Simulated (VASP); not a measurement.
# Sc (Im-3m) in VASP: a series of runs, part 2 of 2

VASP 6.6.1.

## 3. Single point, LDA

This run uses another cell than the first one, of 22.78 Å³/atom.

INCAR

```
PREC = Accurate
ENCUT = 520
EDIFF = 1E-7
ISMEAR = 0
SIGMA = 0.1
LREAL = F
LASPH = T
NELM = 80
ALGO = Normal
ISIF = 2
LWAVE = F
LCHARG = F
NBANDS = 12
```

KPOINTS

```
regular mesh
0
Gamma
  9 9 9
```

POSCAR

```
Sc
1.0
   -1.7858439888      1.7858439888      1.7858439888
    1.7858439888     -1.7858439888      1.7858439888
    1.7858439888      1.7858439888     -1.7858439888
Sc
1
Direct
    0.0000000000      0.0000000000      0.0000000000
```

Potentials or basis: VASP PAW LDA potentials, release 64 (Sc_sv).

On the command line:

```sh
$ cat potpaw_LDA.64/Sc_sv/POTCAR > POTCAR
$ mpirun -np 1 vasp_std > vasp.out
```

OUTCAR:

```text
PREC = Accurate
   ENCUT = 520
   EDIFF = 1E-7
   ISMEAR = 0
   LREAL = F
   LASPH = T
   NELM = 80
   ISIF = 2

 ion  position               nearest neighbor table
   1  0.000  0.000  0.000-

  LATTYP: Found a body centered cubic cell.
 ALAT       =     3.5716879776

  Lattice vectors:

 A1 = (  -1.7858439888,   1.7858439888,   1.7858439888)
 A2 = (   1.7858439888,  -1.7858439888,   1.7858439888)
 A3 = (   1.7858439888,   1.7858439888,  -1.7858439888)

Analysis of symmetry for initial positions (statically):
=====================================================================
 Subroutine PRICEL returns:
 Original cell was already a primitive cell.

 Routine SETGRP: Setting up the symmetry group for a
 body centered cubic supercell.

 Subroutine GETGRP returns: Found 48 space group operations
 (whereof 48 operations were pure point group operations)
 out of a pool of 48 trial point group operations.

The static configuration has the point symmetry O_h .

Analysis of symmetry for dynamics (positions and initial velocities):
=====================================================================
 Subroutine PRICEL returns:
 Original cell was already a primitive cell.

 Routine SETGRP: Setting up the symmetry group for a
 body centered cubic supercell.

 Subroutine GETGRP returns: Found 48 space group operations
 (whereof 48 operations were pure point group operations)
 out of a pool of 48 trial point group operations.

The dynamic configuration has the point symmetry O_h .

 Subroutine INISYM returns: Found 48 space group operations
 (whereof 48 operations are pure point group operations),
 and found     1 'primitive' translations

----------------------------------------------------------------------------------------

                                     Primitive cell

  volume of cell :      22.7819

  direct lattice vectors                    reciprocal lattice vectors
[... 110 lines left out ...]
   GGA     = CA    functional components
   LHFCALC =     F    Hartree Fock is set to
   AEXX    =    0.0000 exact exchange contribution
   IVDW    =     0    specifies the selected vdW correction
   LEPSILON=     F    determine dielectric tensor
   LRPA    =     F    only Hartree local field effects (RPA)
 non-spin polarized calculation
 Gauss-broadening in eV      SIGMA  =   0.10
  energy-cutoff  :      520.00
  volume of cell :       22.78
 maximum number of plane-waves:       627
   NGX = 11   NGY = 11   NGZ = 11

 number of electron      10.9999997 magnetization

 Free energy of the ion-electron system (eV)
  ---------------------------------------------------
  ext. energy  EPLUGINS =         0.00000000
  ---------------------------------------------------
  free energy    TOTEN  =        -6.60943956 eV

  energy without entropy =       -6.59549301  energy(sigma->0) =       -6.60246629

 E-fermi :   4.0426     XC(G=0): -10.4775

 val. band max:        4.0193243331   @ k =   0.3333   0.2222   0.1111
 cond. band min:       4.0475278119   @ k =   0.2222   0.2222   0.1111
 fundamental gap:      0.0282034788
 Fermi energy:         4.0426373871

 k-point     1 :       0.0000    0.0000    0.0000
  band No.  band energies     occupation
      1     -44.7350      2.00000
      2     -23.4222      2.00000
      3     -23.4222      2.00000
      4     -23.4222      2.00000
      5      -1.2813      2.00000
      6       5.5274      0.00000
      7       5.5274      0.00000
      8       5.5274      0.00000
      9       7.1262      0.00000
     10       7.1262      0.00000
     11      18.7607      0.00000
     12      18.7607      0.00000
[... 331 lines left out ...]
 k-point    24 :      -0.4444   -0.4444    0.1111
  band No.  band energies     occupation
      1     -44.6245      2.00000
      2     -23.8982      2.00000
      3     -23.6710      2.00000
      4     -23.5051      2.00000
      5       2.8574      2.00000
      6       3.9465      1.82593
      7       4.6178      0.00000
      8       6.5721      0.00000
      9       7.9130      0.00000
     10       9.2932      0.00000
     11      11.5272      0.00000
     12      14.1029      0.00000

 [... further k-points ...]

------------------------ aborting loop because EDIFF is reached ----------------------------------------

  FORCE on cell =-STRESS in cart. coord.  units (eV):
  Direction    XX          YY          ZZ          XY          YZ          ZX
  --------------------------------------------------------------------------------------
  -------------------------------------------------------------------------------------
  Total        0.0038067      0.0038067      0.0038067      0.0000000      0.0000000     -0.0000000
  in kB        0.2677101      0.2677101      0.2677101      0.0000000      0.0000000     -0.0000000
  external PRESSURE =       0.2677101 kB  Pullay stress =       0.0000000 kB

 VOLUME and BASIS-vectors are now :
 -----------------------------------------------------------------------------
  energy-cutoff  :      520.00
  volume of cell :       22.78
      direct lattice vectors                 reciprocal lattice vectors
    -1.785843989  1.785843989  1.785843989     0.000000000  0.279979664  0.279979664
     1.785843989 -1.785843989  1.785843989     0.279979664  0.000000000  0.279979664
     1.785843989  1.785843989 -1.785843989     0.279979664  0.279979664  0.000000000

 POSITION                                       TOTAL-FORCE (eV/Angst)
 -----------------------------------------------------------------------------------
      0.00000      0.00000      0.00000         0.000000      0.000000      0.000000
 -----------------------------------------------------------------------------------
    total drift:                               -0.000000      0.000000      0.000000

  FREE ENERGIE OF THE ION-ELECTRON SYSTEM (eV)
  ---------------------------------------------------
  free  energy   TOTEN  =        -6.6094395567 eV

  energy  without entropy=       -6.5954930145  energy(sigma->0) =       -6.60246629
```

stdout:

```text
POSCAR found type information on POSCAR Sc
 POSCAR found :  1 types and       1 ions
 scaLAPACK will be used
 LDA part: xc-table for (Slater(with rela. corr.)+CA(PZ))
 , standard interpolation
 POSCAR, INCAR and KPOINTS ok, starting setup
 FFT: planning ... GRIDC
 FFT: planning ... GRID_SOFT
 FFT: planning ... GRID
 WAVECAR not read
 entering main loop
```

Run time: 12 s. Hardware: 1 thread of Intel Xeon 8259CL, shared host; peak memory 0.13 GiB.

What came out:

| Property | Result |
| --- | --- |
| Free energy | -6.6094 eV |
| Pressure | 0.0 GPa |
| Band gap on the k mesh | zero (an odd number of electrons rules out a gap without spin polarisation) |

## 4. Relaxation of cell and atoms, LDA

This run uses another cell than the first one, of 22.78 Å³/atom.

INCAR

```
SYSTEM = Sc
PREC = Accurate
ENCUT = 600
EDIFF = 1E-6
ISMEAR = 0
SIGMA = 0.1
LREAL = .FALSE.
LASPH = .TRUE.
NELM = 80
ALGO = Normal
ISIF = 3
LWAVE = .FALSE.
LCHARG = .FALSE.
IBRION = 2
NSW = 80
EDIFFG = -0.02
```

KPOINTS

```
regular mesh
0
G
  9 9 9
  0 0 0
```

POSCAR is that of step 3.

On the command line:

```sh
$ cat potpaw_LDA.64/Sc_sv/POTCAR > POTCAR
$ mpirun -np 1 vasp_std > vasp.out
```

Run time: 22 s. Hardware: 1 thread of Intel Xeon 8259CL, shared host; peak memory 0.14 GiB.

It converged, with:

| Quantity | Value |
| --- | --- |
| Free energy | -6.6095 eV |
| Pressure after relaxing | 0.1 GPa |
| Band gap on the k mesh | zero (an odd number of electrons rules out a gap without spin polarisation) |

Final structure:
```
Sc
1.0
    -1.78584    1.78584    1.78584
     1.78584   -1.78584    1.78584
     1.78584    1.78584   -1.78584
Sc
1
Direct
  0.00000 0.00000 0.00000
```

Levels at points of the mesh, in eV from the Fermi level:
```csv
k point,band 2,band 3,band 4,band 5,band 6,band 7,band 8,band 9
"(0.00, 0.00, 0.00)",-27.46,-27.46,-27.46,-5.32,1.48,1.48,1.48,3.08
```

Caveat: the relaxation stopped at its first step, so nothing moved.

## 5. The runs side by side

| task | cell | cutoff (eV) | gap on the mesh (eV) | pressure (GPa) |
| --- | --- | --- | --- | --- |
| relaxation of cell and atoms | relaxed from a = 3.187 Å, angles 109.5°, 1 atom | 500 | none | 0.0 |
| single point | a = 3.093 Å, angles 109.5°, 1 atom | 520 | none | 0.0 |
| relaxation of cell and atoms | relaxed from a = 3.093 Å, angles 109.5°, 1 atom | 600 | none | 0.1 |

Alike in all rows: level LDA; potentials or basis VASP PAW LDA potentials, release 64 (Sc_sv); no spin polarisation; k mesh 9 × 9 × 9; smearing gaussian 0.1 eV.

Caveats: the relaxation stopped at its first step, so nothing moved (at least some runs).

Absolute energies hang on the potentials; compare differences alone.
